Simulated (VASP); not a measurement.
# Al (P-1) in VASP: notebook, part 2 of 2

VASP 6.6.1. The steps go on from the part before.

## Step 3: Single point, LDA

This run uses another cell than the first one, of 15.95 Å³/atom, 1.005 times its volume.

The input, INCAR:

```
SYSTEM = Al
PREC     = Accurate       ! precision mode
ENCUT    = 520            ! plane-wave cutoff, eV
EDIFF    = 1E-7           ! SCF threshold, eV
ISMEAR   = -1             ! smearing method
SIGMA    = 0.1            ! smearing width, eV
LREAL    = .False.        ! projectors in reciprocal space
LASPH    = .True.         ! aspherical terms in the spheres
NELM     = 60             ! most SCF steps
ALGO     = Normal         ! electronic algorithm
ISIF     = 2              ! what is computed and relaxed
LWAVE    = .False.        ! write WAVECAR
LCHARG   = .False.        ! write CHGCAR
NBANDS   = 8              ! bands
```

The input, KPOINTS:

```
Automatic mesh
0
Gamma
  9 8 9
  0 0 0
```

The input, POSCAR:

```
Al
1.0
   -1.5926956788      1.5840413027      1.5652500880
    1.6384416689     -1.5777708867      1.6047256622
    1.5691265273      1.5542017352     -1.5589796720
Al
1
Direct
    0.0000000000      0.0000000000      0.0000000000
```

Potentials or basis: VASP PAW LDA potentials, release 64 (Al).

Command:

```console
cat potpaw_LDA.64/Al/POTCAR > POTCAR
mpirun -np 1 vasp_std > vasp.out
```

OUTCAR:

```text
SYSTEM = Al
   PREC = Accurate
   ENCUT = 520
   EDIFF = 1E-7
   ISMEAR = -1
   LREAL = .False.
   LASPH = .True.
   NELM = 60
   ISIF = 2

 ion  position               nearest neighbor table
   1  0.000  0.000  0.000-

  LATTYP: Found a triclinic cell.
 ALAT       =     7.0209420433
 B/A-ratio  =     0.6341474819
 C/A-ratio  =     0.3899561348
 COS(alpha) =     0.0098099890
 COS(beta)  =     0.2672951585
 COS(gamma) =     0.9479947711

  Lattice vectors:

 A1 = (  -0.0928842931,   6.2702156598,  -3.1574349182)
 A2 = (  -0.0693151416,   3.1319726219,  -3.1637053342)
 A3 = (  -1.5926956788,   1.5840413027,   1.5652500880)

Analysis of symmetry for initial positions (statically):
=====================================================================
 Subroutine PRICEL returns:
 Original cell was already a primitive cell.

 Routine SETGRP: Setting up the symmetry group for a
 triclinic supercell.

 Subroutine GETGRP returns: Found  2 space group operations
 (whereof  2 operations were pure point group operations)
 out of a pool of  2 trial point group operations.

The static configuration has the point symmetry S_2 .

Analysis of symmetry for dynamics (positions and initial velocities):
=====================================================================
 Subroutine PRICEL returns:
 Original cell was already a primitive cell.

 Routine SETGRP: Setting up the symmetry group for a
 triclinic supercell.

 Subroutine GETGRP returns: Found  2 space group operations
 (whereof  2 operations were pure point group operations)
 out of a pool of  2 trial point group operations.

The dynamic configuration has the point symmetry S_2 .

 Subroutine INISYM returns: Found  2 space group operations
 (whereof  2 operations are pure point group operations),
 and found     1 'primitive' translations

----------------------------------------------------------------------------------------

                                     Primitive cell

  volume of cell :      15.9505

  direct lattice vectors                    reciprocal lattice vectors
    -1.592695679  1.584041303  1.565250088    -0.002153836  0.318004345  0.314861875
     1.638441669 -1.577770887  1.604725662     0.307339305  0.001686770  0.311021270
     1.569126527  1.554201735 -1.558979672     0.314195231  0.321019665 -0.005169156

  length of vectors
     2.737859422  2.783701946  2.703353234     0.447514696  0.437257960  0.449220423

  position of ions in fractional coordinates (direct lattice)
     0.000000000  0.000000000  0.000000000

  ion indices of the primitive-cell ions
   primitive index   ion index
                 1           1

----------------------------------------------------------------------------------------

 KPOINTS: Automatic mesh

Automatic generation of k-mesh.
 Grid dimensions read from file:
 generate k-points for:    9    8    9

 Generating k-lattice:

  Cartesian coordinates                     Fractional coordinates (reciprocal lattice)
    -0.000239315  0.035333816  0.034984653     0.111111111  0.000000000  0.000000000
     0.038417413  0.000210846  0.038877659     0.000000000  0.125000000 -0.000000000
     0.034910581  0.035668852 -0.000574351     0.000000000 -0.000000000  0.111111111

  Length of vectors
     0.049723855  0.054657245  0.049913380

  Shift w.r.t. Gamma in fractional coordinates (k-lattice)
     0.000000000  0.000000000  0.000000000

 Subroutine IBZKPT returns following result:
 ===========================================

 Found    325 irreducible k-points:

 Following reciprocal coordinates:
            Coordinates               Weight
  0.000000  0.000000  0.000000      1.000000
  0.111111  0.000000 -0.000000      2.000000
  0.222222  0.000000 -0.000000      2.000000
  0.333333 -0.000000  0.000000      2.000000
  0.444444  0.000000 -0.000000      2.000000
 -0.000000  0.125000 -0.000000      2.000000
[... 16 lines left out ...]
 -0.111111  0.250000 -0.000000      2.000000
  0.000000  0.375000  0.000000      2.000000
 [... further k-points ...]
   k-points           NKPTS =    325   k-points in BZ     NKDIM =    325   number of bands    NBANDS=      8
   number of dos      NEDOS =    301   number of ions     NIONS =      1
   total plane-waves  NPLWV =   9600
   dimension x,y,z NGX =    20 NGY =   24 NGZ =   20
   dimension x,y,z NGXF=    40 NGYF=   48 NGZF=   40
   ions per type =               1
   NGX,Y,Z   is equivalent  to a cutoff of  12.14, 14.33, 12.30 a.u.
   NGXF,Y,Z  is equivalent  to a cutoff of  24.29, 28.67, 24.60 a.u.
 SYSTEM =  Al
   PREC   = accura    normal or accurate (medium, high low for compatibility)
   ISTART =      0    job   : 0-new  1-cont  2-samecut
   ICHARG =      2    charge: 1-file 2-atom 10-const
   ISPIN  =      1    spin polarized calculation?
   LNONCOLLINEAR =      F non collinear calculations
   LSORBIT =      F    spin-orbit coupling
   LASPH  =      T    aspherical Exc in radial PAW
   ENCUT  =  520.0 eV  38.22 Ry    6.18 a.u.   5.09  5.18  5.03*2*pi/ulx,y,z
   NELM   =     60;   NELMIN=  2; NELMDL= -5     # of ELM steps
   EDIFF  = 0.1E-06   stopping-criterion for ELM
   LREAL  =      F    real-space projection
   EDIFFG = 0.1E-05   stopping-criterion for IOM
   NSW    =      0    number of steps for IOM
   IBRION =     -1    ionic relax: 0-MD 1-quasi-New 2-CG
   NFREE  =      0    steps in history (QN), initial steepest desc. (CG)
   ISIF   =      2    stress and relaxation
   ISYM   =      2    0-nonsym 1-usesym 2-fastsym
   POTIM  = 0.5000    time-step for ionic-motion
   TEBEG  =    0.0;   TEEND  =   0.0 temperature during run
   PSTRESS=    0.0 pullay stress
   NELECT =       3.0000    total number of electrons
   NUPDOWN=      -1.0000    fix difference up-down
   EMIN   =  10.00;   EMAX   =-10.00  energy-range for DOS
   EFERMI =   0.00;   METHOD = LEGACY
   ISMEAR =    -1;   SIGMA  =   0.10  broadening in eV -4-tet -1-fermi 0-gaus
   EFERMI_NEDOS =   21; number of points for ismear=-14 and -15
   IALGO  =     38    algorithm
   IMIX   =      4    mixing-type and parameters
     AMIX     =   0.40;   BMIX     =  1.00
     AMIX_MAG =   1.60;   BMIX_MAG =  1.00
  volume/ion in A,a.u.               =      15.95       107.64
  Fermi-wavevector in a.u.,A,eV,Ry     =   0.937974  1.772514 11.970344  0.879795
  Thomas-Fermi vector in A             =   2.065139
   LORBIT       =      0    0 simple, 1 ext, 2 COOP (PROOUT), +10 PAW based schemes
   GGA     = CA    functional components
   LHFCALC =     F    Hartree Fock is set to
   AEXX    =    0.0000 exact exchange contribution
   IVDW    =     0    specifies the selected vdW correction
   LEPSILON=     F    determine dielectric tensor
   LRPA    =     F    only Hartree local field effects (RPA)
 non-spin polarized calculation
  energy-cutoff  :      520.00
  volume of cell :       15.95
 maximum number of plane-waves:       440
   NGX = 11   NGY = 11   NGZ =  9

 number of electron       3.0000000 magnetization

 Free energy of the ion-electron system (eV)
  ---------------------------------------------------
  ext. energy  EPLUGINS =         0.00000000
  ---------------------------------------------------
  free energy    TOTEN  =        -4.10088237 eV

  energy without entropy =       -4.08790487  energy(sigma->0) =       -4.09439362

 E-fermi :   8.1412     XC(G=0): -10.4727

 val. band max:        8.1135962183   @ k =  -0.1111   0.5000   0.3333
 cond. band min:       8.1563078566   @ k =   0.4444   0.5000   0.4444
 fundamental gap:      0.0427116383
 Fermi energy:         8.1411911443

 k-point     1 :       0.0000    0.0000    0.0000
  band No.  band energies     occupation
      1      -3.1834      2.00000
      2      21.1755      0.00000
      3      21.4220      0.00000
      4      21.9257      0.00000
      5      22.4986      0.00000
      6      23.0670      0.00000
      7      23.5193      0.00000
      8      24.5506      0.00000

 k-point     2 :       0.1111    0.0000   -0.0000
  band No.  band energies     occupation
      1      -2.8186      2.00000
      2      18.4123      0.00000
      3      19.5544      0.00000
      4      20.1602      0.00000
      5      21.8800      0.00000
      6      23.0493      0.00000
      7      24.4342      0.00000
      8      24.9547      0.00000
[... 221 lines left out ...]
 k-point    23 :      -0.1111    0.2500   -0.0000
  band No.  band energies     occupation
      1      -1.8618      2.00000
      2      14.3657      0.00000
      3      15.6111      0.00000
      4      19.0325      0.00000
      5      22.4670      0.00000
      6      22.9446      0.00000
      7      25.2931      0.00000
      8      26.0929      0.00000

 k-point    24 :       0.0000    0.3750    0.0000
  band No.  band energies     occupation
      1       0.7334      2.00000
      2       7.4706      1.99755
      3      17.1687      0.00000
      4      17.2672      0.00000
      5      19.1503      0.00000
      6      20.5625      0.00000
      7      27.9882      0.00000
      8      28.6009      0.00000

 [... further k-points ...]
[... 5 lines left out ...]
  --------------------------------------------------------------------------------------
  -------------------------------------------------------------------------------------
  Total        0.1868966      0.0110561      0.2413795      0.1209033     -0.0439562      0.0327084
  in kB       18.7732223      1.1105534     24.2458773     12.1443818     -4.4152760      3.2854674
  external PRESSURE =      14.7098843 kB  Pullay stress =       0.0000000 kB

 VOLUME and BASIS-vectors are now :
 -----------------------------------------------------------------------------
  energy-cutoff  :      520.00
  volume of cell :       15.95
      direct lattice vectors                 reciprocal lattice vectors
    -1.592695679  1.584041303  1.565250088    -0.002153836  0.318004345  0.314861875
     1.638441669 -1.577770887  1.604725662     0.307339305  0.001686770  0.311021270
     1.569126527  1.554201735 -1.558979672     0.314195231  0.321019665 -0.005169156

 POSITION                                       TOTAL-FORCE (eV/Angst)
 -----------------------------------------------------------------------------------
      0.00000      0.00000      0.00000         0.000000     -0.000000      0.000000
 -----------------------------------------------------------------------------------
    total drift:                                0.000000      0.000000     -0.000000

  FREE ENERGIE OF THE ION-ELECTRON SYSTEM (eV)
  ---------------------------------------------------
  free  energy   TOTEN  =        -4.1008823696 eV

  energy  without entropy=       -4.0879048731  energy(sigma->0) =       -4.09439362
```

Run time: 34 s. Hardware: 1 thread of Intel Xeon 8259CL, shared host; peak memory 0.14 GiB.

Results:

| Property | Result |
| --- | --- |
| Free energy | -4.1009 eV |
| Pressure | 1.5 GPa |

## Step 4: Single point, LDA

This run uses another cell than the first one, of 15.79 Å³/atom, 0.995 times its volume.

The input, INCAR:

```
SYSTEM = Al
PREC     = Accurate       ! precision mode
ENCUT    = 520            ! plane-wave cutoff, eV
EDIFF    = 1E-7           ! SCF threshold, eV
ISMEAR   = -1             ! smearing method
SIGMA    = 0.1            ! smearing width, eV
LREAL    = .FALSE.        ! projectors in reciprocal space
LASPH    = .TRUE.         ! aspherical terms in the spheres
NELM     = 80             ! most SCF steps
ALGO     = Normal         ! electronic algorithm
ISIF     = 2              ! what is computed and relaxed
LWAVE    = .FALSE.        ! write WAVECAR
LCHARG   = .FALSE.        ! write CHGCAR
NBANDS   = 8              ! bands
```

The input, KPOINTS:

```
regular mesh
0
G
  9 8 9
  0 0 0
```

The input, POSCAR:

```
Al
1.0
   -1.5873954876      1.5787699116      1.5600412305
    1.6329892437     -1.5725203624      1.5993854374
    1.5639047698      1.5490296446     -1.5537916813
Al
1
Direct
    0.0000000000      0.0000000000      0.0000000000
```

Command:

```console
cat potpaw_LDA.64/Al/POTCAR > POTCAR
mpirun -np 1 vasp_std > vasp.out
```

Run time: 29 s. Hardware: 1 thread of Intel Xeon 8259CL, shared host; peak memory 0.14 GiB.

It converged, with:

```
Free energy : -4.0990 eV
Pressure    : 2.3 GPa
```

Stress tensor (GPa, compression positive):
```
 2.69  1.24  0.27
 1.24  0.94 -0.44
 0.27 -0.44  3.24
```

Levels at points of the mesh, in eV from the Fermi level:
```csv
k point,band 1,band 2,band 3,band 4,band 5,band 6
"(0.00, 0.00, 0.00)",-11.40,13.09,13.34,13.85,14.50,15.08
"(0.00, 0.50, 0.00)",-4.62,-4.29,8.67,8.84,10.71,12.14
```

## Step 5: Overview

| cell | gap on the mesh (eV) | pressure (GPa) |
| --- | --- | --- |
| a = 2.733, b = 2.779, c = 2.699 Å, angles 108.5, 109.6, 109.9°, 1 atom | none | 1.9 |
| a = 2.738, b = 2.784, c = 2.703 Å, angles 108.5, 109.6, 109.9°, 1 atom | none | 1.5 |
| a = 2.729, b = 2.774, c = 2.694 Å, angles 108.5, 109.6, 109.9°, 1 atom | none | 2.3 |

Alike in all rows: task single point; level LDA; potentials or basis VASP PAW LDA potentials, release 64 (Al); no spin polarisation; k mesh 9 × 8 × 9; cutoff (eV) 520; smearing fermi-dirac 0.1 eV.

Absolute energies hang on the potentials; compare differences alone.
